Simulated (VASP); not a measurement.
Set up this calculation in VASP 6.6.1, as the native input.

```yaml
Task: single point
Functional: r2SCAN
Potentials_or_basis: VASP PAW PBE potentials, release 64 (B, As)
Cutoff: 520 eV
k_mesh: 10 × 10 × 10
Occupations: gaussian, width 0.01 eV
Spin: no spin polarisation
Dipole_correction: no
Further_INCAR_settings: ALGO = Normal; EDIFF = 1e-07; NBANDS = 11
```

Crystal: BAs.

```
B As
1.0
     0.00000    2.32011    2.42497
     2.32011    0.00000    2.42497
     2.32011    2.32011    0.00000
B As
1 1
Direct
  0.00000 0.00000 0.00000
  0.25000 0.25000 0.25000
```

This cell differs from its parent crystal: epitaxial xy strain -3.0%.

These files were run (other wordings do the same):

POSCAR

```
BAs
1.0
    0.0000000000      2.3201115760      2.4249710624
    2.3201115760      0.0000000000      2.4249710624
    2.3201115760      2.3201115760      0.0000000000
B As
1 1
Direct
    0.0000000000      0.0000000000      0.0000000000
    0.2500000000      0.2500000000      0.2500000000
```

INCAR.step1

```
SYSTEM = BAs
  ALGO = Normal
  EDIFF = 1E-4
  ENCUT = 520
  GGA = PE
  ISMEAR = 0
  LASPH = .TRUE.
  LCHARG = .FALSE.
  LREAL = .FALSE.
  LWAVE = .TRUE.
  NBANDS = 11
  NELM = 100
  PREC = Accurate
  SIGMA = 0.01
```

INCAR.step2

```
SYSTEM = BAs
  ALGO = Normal
  EDIFF = 1E-7
  ENCUT = 520
  ISIF = 2
  ISMEAR = 0
  ISTART = 1
  LASPH = .TRUE.
  LCHARG = .FALSE.
  LMIXTAU = .TRUE.
  LREAL = .FALSE.
  LWAVE = .FALSE.
  METAGGA = R2SCAN
  NBANDS = 11
  NELM = 100
  PREC = Accurate
  SIGMA = 0.01
```

KPOINTS

```
k-points
0
G
  10 10 10
  0 0 0
```

Potentials or basis: VASP PAW PBE potentials, release 64 (B, As).

The run is started by

```sh
$ cat potpaw_PBE.64/B/POTCAR potpaw_PBE.64/As/POTCAR > POTCAR
$ cp INCAR.step1 INCAR
$ mpirun -np 1 vasp_std > vasp.out
$ cp INCAR.step2 INCAR
$ mpirun -np 1 vasp_std > vasp.out
```

It gave:

```
Pressure               : 7.7 GPa
Band gap on the k mesh : 0.96 eV, indirect (least direct gap 3.24 eV)
```

Caveat: the cell differs from its parent crystal (epitaxial xy strain -3.0%); the PAW data sets were made with another functional, which shifts forces and pressure a little.

It took 2.2 min on 1 thread of Intel Xeon 8259CL, with other jobs on the host, peak memory 0.18 GiB.
